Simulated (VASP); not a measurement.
# SnTe (Fm-3m) in VASP: notebook

The runs below take SnTe through single point, relaxation of cell and atoms, with PBE.

Program: VASP 6.6.1. These are calculated values, not measurements. Logs are shortened: lines on timing, memory, paths and dates and some standing lists are left out, and cuts for length are marked.

### Step 1. The cell of the first run

Symmetry: Fm-3m, No. 225, cubic system. Conventional cell: a = 6.410 Å, b = 6.410 Å, c = 6.410 Å, α = 90.00°, β = 90.00°, γ = 90.00°. Within 4.2 Å of Sn (site symmetry m-3m) lie 6 Te at 3.20 Å. Within 4.2 Å of Te (site symmetry m-3m) lie 6 Sn at 3.20 Å.

### Step 2. Single point, PBE

File INCAR:

```
SYSTEM = SnTe
PREC     = Accurate       ! precision mode
ENCUT    = 520            ! plane-wave cutoff, eV
EDIFF    = 1E-6           ! SCF threshold, eV
ISMEAR   = -1             ! smearing method
SIGMA    = 0.0898         ! smearing width, eV
LREAL    = .FALSE.        ! projectors in reciprocal space
LASPH    = .TRUE.         ! aspherical terms in the spheres
NELM     = 100            ! most SCF steps
ALGO     = Normal         ! electronic algorithm
ISIF     = 2              ! what is computed and relaxed
LWAVE    = .FALSE.        ! write WAVECAR
LCHARG   = .TRUE.         ! write CHGCAR
GGA      = PE             ! functional
LELF     = .TRUE.         ! ELF
LVHAR    = .TRUE.       
NBANDS   = 17             ! bands
```

File KPOINTS:

```
regular mesh
0
G
  9 9 9
  0 0 0
```

File POSCAR:

```
SnTe
1.0
    0.0000000000      3.2049011372      3.2049011372
    3.2049011372      0.0000000000      3.2049011372
    3.2049011372      3.2049011372      0.0000000000
Sn Te
1 1
Direct
    0.0000000000      0.0000000000      0.0000000000
    0.5000000000      0.5000000000      0.5000000000
```

Potentials or basis: VASP PAW PBE potentials, release 64 (Sn_d, Te).

Launch:

```
cat potpaw_PBE.64/Sn_d/POTCAR potpaw_PBE.64/Te/POTCAR > POTCAR
mpirun -np 1 vasp_std > vasp.out
```

OUTCAR:

```text
SYSTEM = SnTe
   PREC = Accurate
   ENCUT = 520
   EDIFF = 1E-6
   ISMEAR = -1
   LREAL = .FALSE.
   LASPH = .TRUE.
   NELM = 100
   ISIF = 2
   GGA = PE

 ion  position               nearest neighbor table
   1  0.000  0.000  0.000-   2 3.20   2 3.20   2 3.20   2 3.20   2 3.20   2 3.20
   2  0.500  0.500  0.500-   1 3.20   1 3.20   1 3.20   1 3.20   1 3.20   1 3.20

  LATTYP: Found a face centered cubic cell.
 ALAT       =     6.4098022744

  Lattice vectors:

 A1 = (   0.0000000000,   3.2049011372,   3.2049011372)
 A2 = (   3.2049011372,   0.0000000000,   3.2049011372)
 A3 = (   3.2049011372,   3.2049011372,   0.0000000000)

Analysis of symmetry for initial positions (statically):
=====================================================================
 Subroutine PRICEL returns:
 Original cell was already a primitive cell.

 Routine SETGRP: Setting up the symmetry group for a
 face centered cubic supercell.

 Subroutine GETGRP returns: Found 48 space group operations
 (whereof 48 operations were pure point group operations)
 out of a pool of 48 trial point group operations.

The static configuration has the point symmetry O_h .

Analysis of symmetry for dynamics (positions and initial velocities):
=====================================================================
 Subroutine PRICEL returns:
 Original cell was already a primitive cell.

 Routine SETGRP: Setting up the symmetry group for a
 face centered cubic supercell.

 Subroutine GETGRP returns: Found 48 space group operations
 (whereof 48 operations were pure point group operations)
 out of a pool of 48 trial point group operations.

The dynamic configuration has the point symmetry O_h .

 Subroutine INISYM returns: Found 48 space group operations
 (whereof 48 operations are pure point group operations),
 and found     1 'primitive' translations

----------------------------------------------------------------------------------------

                                     Primitive cell

  volume of cell :      65.8376

  direct lattice vectors                    reciprocal lattice vectors
     0.000000000  3.204901137  3.204901137    -0.156011053  0.156011053  0.156011053
     3.204901137  0.000000000  3.204901137     0.156011053 -0.156011053  0.156011053
     3.204901137  3.204901137  0.000000000     0.156011053  0.156011053 -0.156011053

  length of vectors
     4.532414654  4.532414654  4.532414654     0.270219070  0.270219070  0.270219070

  position of ions in fractional coordinates (direct lattice)
     0.000000000  0.000000000  0.000000000
     0.500000000  0.500000000  0.500000000

  ion indices of the primitive-cell ions
   primitive index   ion index
                 1           1
                 2           2

----------------------------------------------------------------------------------------

 KPOINTS: regular mesh

Automatic generation of k-mesh.
 Grid dimensions read from file:
 generate k-points for:    9    9    9

 Generating k-lattice:

  Cartesian coordinates                     Fractional coordinates (reciprocal lattice)
    -0.017334561  0.017334561  0.017334561     0.111111111  0.000000000  0.000000000
     0.017334561 -0.017334561  0.017334561     0.000000000  0.111111111  0.000000000
     0.017334561  0.017334561 -0.017334561     0.000000000  0.000000000  0.111111111

  Length of vectors
     0.030024341  0.030024341  0.030024341

  Shift w.r.t. Gamma in fractional coordinates (k-lattice)
     0.000000000  0.000000000  0.000000000

 Subroutine IBZKPT returns following result:
 ===========================================

 Found     35 irreducible k-points:

 Following reciprocal coordinates:
            Coordinates               Weight
  0.000000  0.000000  0.000000      1.000000
  0.111111  0.000000  0.000000      8.000000
  0.222222  0.000000  0.000000      8.000000
  0.333333  0.000000  0.000000      8.000000
  0.444444  0.000000  0.000000      8.000000
  0.111111  0.111111  0.000000      6.000000
[... 16 lines left out ...]
 -0.333333  0.333333  0.000000     12.000000
  0.444444  0.444444  0.000000      6.000000
 [... further k-points ...]
   k-points           NKPTS =     35   k-points in BZ     NKDIM =     35   number of bands    NBANDS=     17
   number of dos      NEDOS =    301   number of ions     NIONS =      2
   total plane-waves  NPLWV =  46656
   dimension x,y,z NGX =    36 NGY =   36 NGZ =   36
   dimension x,y,z NGXF=    72 NGYF=   72 NGZF=   72
   ions per type =               1   1
   NGX,Y,Z   is equivalent  to a cutoff of  13.20, 13.20, 13.20 a.u.
   NGXF,Y,Z  is equivalent  to a cutoff of  26.41, 26.41, 26.41 a.u.
 SYSTEM =  SnTe
   PREC   = accura    normal or accurate (medium, high low for compatibility)
   ISTART =      0    job   : 0-new  1-cont  2-samecut
   ICHARG =      2    charge: 1-file 2-atom 10-const
   ISPIN  =      1    spin polarized calculation?
   LNONCOLLINEAR =      F non collinear calculations
   LSORBIT =      F    spin-orbit coupling
   LASPH  =      T    aspherical Exc in radial PAW
   ENCUT  =  520.0 eV  38.22 Ry    6.18 a.u.   8.43  8.43  8.43*2*pi/ulx,y,z
   NELM   =    100;   NELMIN=  2; NELMDL= -5     # of ELM steps
   EDIFF  = 0.1E-05   stopping-criterion for ELM
   LREAL  =      F    real-space projection
   EDIFFG = 0.1E-04   stopping-criterion for IOM
   NSW    =      0    number of steps for IOM
   IBRION =     -1    ionic relax: 0-MD 1-quasi-New 2-CG
   NFREE  =      0    steps in history (QN), initial steepest desc. (CG)
   ISIF   =      2    stress and relaxation
   ISYM   =      2    0-nonsym 1-usesym 2-fastsym
   POTIM  = 0.5000    time-step for ionic-motion
   TEBEG  =    0.0;   TEEND  =   0.0 temperature during run
   PSTRESS=    0.0 pullay stress
   NELECT =      20.0000    total number of electrons
   NUPDOWN=      -1.0000    fix difference up-down
   EMIN   =  10.00;   EMAX   =-10.00  energy-range for DOS
   EFERMI =   0.00;   METHOD = LEGACY
   ISMEAR =    -1;   SIGMA  =   0.09  broadening in eV -4-tet -1-fermi 0-gaus
   EFERMI_NEDOS =   21; number of points for ismear=-14 and -15
   IALGO  =     38    algorithm
   IMIX   =      4    mixing-type and parameters
     AMIX     =   0.40;   BMIX     =  1.00
     AMIX_MAG =   1.60;   BMIX_MAG =  1.00
  volume/ion in A,a.u.               =      32.92       222.15
  Fermi-wavevector in a.u.,A,eV,Ry     =   1.100509  2.079660 16.478283  1.211120
  Thomas-Fermi vector in A             =   2.236921
   LORBIT       =      0    0 simple, 1 ext, 2 COOP (PROOUT), +10 PAW based schemes
   GGA     = PE    functional components
[... 5 lines left out ...]
 non-spin polarized calculation
  energy-cutoff  :      520.00
  volume of cell :       65.84
 maximum number of plane-waves:      1807
 NGX is ok and might be reduce to    36
   NGX = 17   NGY = 17   NGZ = 17

 number of electron      20.0000005 magnetization

 Free energy of the ion-electron system (eV)
  ---------------------------------------------------
  ext. energy  EPLUGINS =         0.00000000
  ---------------------------------------------------
  free energy    TOTEN  =        -7.56706249 eV

  energy without entropy =       -7.56508381  energy(sigma->0) =       -7.56607315

 E-fermi :   6.3400     XC(G=0):  -9.2670

 val. band max:        6.1106845440   @ k =   0.4444   0.0000   0.0000
 cond. band min:       6.6261977473   @ k =   0.4444   0.0000   0.0000
 fundamental gap:      0.5155132034
 Fermi energy:         6.3400390117

 k-point     1 :       0.0000    0.0000    0.0000
  band No.  band energies     occupation
      1     -15.5539      2.00000
      2     -15.5539      2.00000
      3     -15.5508      2.00000
      4     -15.5508      2.00000
      5     -15.5508      2.00000
      6      -6.1039      2.00000
[... 9 lines left out ...]
     16      11.1752      0.00000
     17      13.1551      0.00000

 k-point     2 :       0.1111    0.0000    0.0000
  band No.  band energies     occupation
      1     -15.5542      2.00000
      2     -15.5542      2.00000
      3     -15.5506      2.00000
      4     -15.5503      2.00000
      5     -15.5503      2.00000
      6      -6.0077      2.00000
[... 9 lines left out ...]
     16      11.4196      0.00000
     17      13.8885      0.00000

 k-point     3 :       0.2222    0.0000    0.0000
  band No.  band energies     occupation
      1     -15.5554      2.00000
      2     -15.5554      2.00000
      3     -15.5502      2.00000
      4     -15.5486      2.00000
      5     -15.5486      2.00000
      6      -5.7341      2.00000
[... 9 lines left out ...]
     16      12.1028      0.00000
     17      15.4898      0.00000

 k-point     4 :       0.3333    0.0000    0.0000
  band No.  band energies     occupation
      1     -15.5569      2.00000
      2     -15.5569      2.00000
      3     -15.5497      2.00000
      4     -15.5466      2.00000
      5     -15.5466      2.00000
      6      -5.3436      2.00000
[... 9 lines left out ...]
     16      13.1749      0.00000
     17      16.7174      0.00000

 k-point     5 :       0.4444    0.0000    0.0000
  band No.  band energies     occupation
      1     -15.5578      2.00000
      2     -15.5578      2.00000
      3     -15.5494      2.00000
      4     -15.5452      2.00000
      5     -15.5452      2.00000
      6      -5.0049      2.00000
[... 9 lines left out ...]
     16      14.5623      0.00000
     17      15.4402      0.00000

 k-point     6 :       0.1111    0.1111    0.0000
  band No.  band energies     occupation
      1     -15.5552      2.00000
      2     -15.5534      2.00000
      3     -15.5512      2.00000
      4     -15.5498      2.00000
      5     -15.5498      2.00000
      6      -5.9760      2.00000
[... 9 lines left out ...]
     16      11.8270      0.00000
     17      13.2937      0.00000
[... 281 lines left out ...]
 k-point    21 :       0.4444    0.3333    0.0000
  band No.  band energies     occupation
      1     -15.5645      2.00000
      2     -15.5528      2.00000
      3     -15.5512      2.00000
      4     -15.5436      2.00000
      5     -15.5433      2.00000
      6      -4.8794      2.00000
[... 9 lines left out ...]
     16      15.6472      0.00000
     17      16.4594      0.00000

 k-point    22 :      -0.4444    0.3333    0.0000
  band No.  band energies     occupation
      1     -15.5638      2.00000
      2     -15.5526      2.00000
      3     -15.5512      2.00000
      4     -15.5441      2.00000
      5     -15.5433      2.00000
      6      -4.6975      2.00000
[... 9 lines left out ...]
     16      15.1642      0.00000
     17      17.0677      0.00000

 k-point    23 :      -0.3333    0.3333    0.0000
  band No.  band energies     occupation
      1     -15.5616      2.00000
      2     -15.5545      2.00000
      3     -15.5489      2.00000
      4     -15.5457      2.00000
      5     -15.5442      2.00000
      6      -4.7057      2.00000
[... 9 lines left out ...]
     16      14.0018      0.00000
     17      16.1146      0.00000

 k-point    24 :       0.4444    0.4444    0.0000
  band No.  band energies     occupation
      1     -15.5664      2.00000
      2     -15.5537      2.00000
      3     -15.5502      2.00000
      4     -15.5424      2.00000
      5     -15.5424      2.00000
      6      -4.7504      2.00000
[... 9 lines left out ...]
     16      16.2475      0.00000
     17      17.2781      0.00000

 [... further k-points ...]
[... 5 lines left out ...]
  --------------------------------------------------------------------------------------
  -------------------------------------------------------------------------------------
  Total       -0.0345537     -0.0345537     -0.0345537      0.0000000      0.0000000     -0.0000000
  in kB       -0.8408747     -0.8408747     -0.8408747      0.0000000      0.0000000     -0.0000000
  external PRESSURE =      -0.8408747 kB  Pullay stress =       0.0000000 kB

 VOLUME and BASIS-vectors are now :
 -----------------------------------------------------------------------------
  energy-cutoff  :      520.00
  volume of cell :       65.84
      direct lattice vectors                 reciprocal lattice vectors
     0.000000000  3.204901137  3.204901137    -0.156011053  0.156011053  0.156011053
     3.204901137  0.000000000  3.204901137     0.156011053 -0.156011053  0.156011053
     3.204901137  3.204901137  0.000000000     0.156011053  0.156011053 -0.156011053

 POSITION                                       TOTAL-FORCE (eV/Angst)
 -----------------------------------------------------------------------------------
      0.00000      0.00000      0.00000         0.000000      0.000000      0.000000
      3.20490      3.20490      3.20490         0.000000     -0.000000     -0.000000
 -----------------------------------------------------------------------------------
    total drift:                               -0.000000      0.000000      0.000000

  FREE ENERGIE OF THE ION-ELECTRON SYSTEM (eV)
  ---------------------------------------------------
  free  energy   TOTEN  =        -7.5670624935 eV

  energy  without entropy=       -7.5650838084  energy(sigma->0) =       -7.56607315
```

It took 42 s on 1 thread of Intel Xeon 6975P-C, shared host; peak memory 0.22 GiB.

What came out:

```yaml
Free_energy: -7.5671 eV
Pressure: -0.1 GPa
```

Levels at points of the mesh, in eV from the Fermi level:
| k point | band 8 | band 9 | band 10 | band 11 | band 12 | band 13 |
| --- | --- | --- | --- | --- | --- | --- |
| (0.00, 0.00, 0.00) | -2.01 | -2.01 | -2.01 | 3.23 | 3.23 | 3.23 |

Caveat: this odd mesh misses L, where the gap lies, so gap, dielectric constants and Born charges aren't listed; spin-orbit coupling is left out, which moves the levels of the heavy elements.

### Step 3. Relaxation of cell and atoms, PBE

This run uses another cell than the first one, of 31.79 Å³/atom, 0.966 times its volume.

File INCAR:

```
SYSTEM = SnTe
ALGO = Normal ; EDIFF = 1E-7
EDIFFG = -0.03 ; ENCUT = 600
GGA = PE ; IBRION = 2
ISIF = 3 ; ISMEAR = -1
LASPH = .TRUE. ; LCHARG = .FALSE.
LREAL = .FALSE. ; LWAVE = .FALSE.
NELM = 60 ; NSW = 80
PREC = Accurate ; SIGMA = 0.0898
```

File KPOINTS:

```
k-points
0
G
  9 9 9
  0 0 0
```

File POSCAR:

```
SnTe
1.0
    0.0000000000      3.1678860000      3.1678860000
    3.1678860000      0.0000000000      3.1678860000
    3.1678860000      3.1678860000      0.0000000000
Sn Te
1 1
Direct
    0.0000000000      0.0000000000      0.0000000000
    0.5000000000      0.5000000000      0.5000000000
```

Potentials or basis: VASP PAW PBE potentials, release 64 (Sn_d, Te).

Launch:

```
cat potpaw_PBE.64/Sn_d/POTCAR potpaw_PBE.64/Te/POTCAR > POTCAR
mpirun -np 1 vasp_std > vasp.out
```

It took 83 s on 1 thread of Intel Xeon 6975P-C, shared host; peak memory 0.24 GiB.

The run converged. Its results:

| Quantity | Value |
| --- | --- |
| Free energy | -7.5670 eV |
| Relaxed volume | 32.89 Å³/atom |
| Relaxed cell | a = 4.531 Å, b = 4.531 Å, c = 4.531 Å, α = 60.00°, β = 60.00°, γ = 60.00° |
| Space group after relaxing (to 0.05 Å) | Fm-3m (No. 225) |
| Energy gained by relaxing | 5.0 meV/atom |
| Ionic steps | 3 |
| Pressure after relaxing | 0.0 GPa |

The path:
```
step  energy change (eV)  largest force (eV/Å)  pressure (GPa)  volume (Å³)
   1              0.0000                0.0000            1.50        63.58
   2             -0.0093                0.0000           -0.34        66.35
   3             -0.0099                0.0000            0.00        65.78
```

Final structure:
```xyz
2
Lattice="0.0000 3.2039 3.2039 3.2039 0.0000 3.2039 3.2039 3.2039 0.0000" Properties=species:S:1:pos:R:3 pbc="T T T"
Sn    0.0000    0.0000    0.0000
Te    3.2039    3.2039    3.2039
```

Levels at points of the mesh, in eV from the Fermi level:
```csv
k point,band 6,band 7,band 8,band 9,band 10,band 11,band 12,band 13,band 14
"(0.00, 0.00, 0.00)",-12.45,-4.88,-2.02,-2.02,-2.02,3.23,3.23,3.23,4.83
```

Caveat: this odd mesh misses L, where the gap lies, so gap, dielectric constants and Born charges aren't listed; spin-orbit coupling is left out, which moves the levels of the heavy elements.
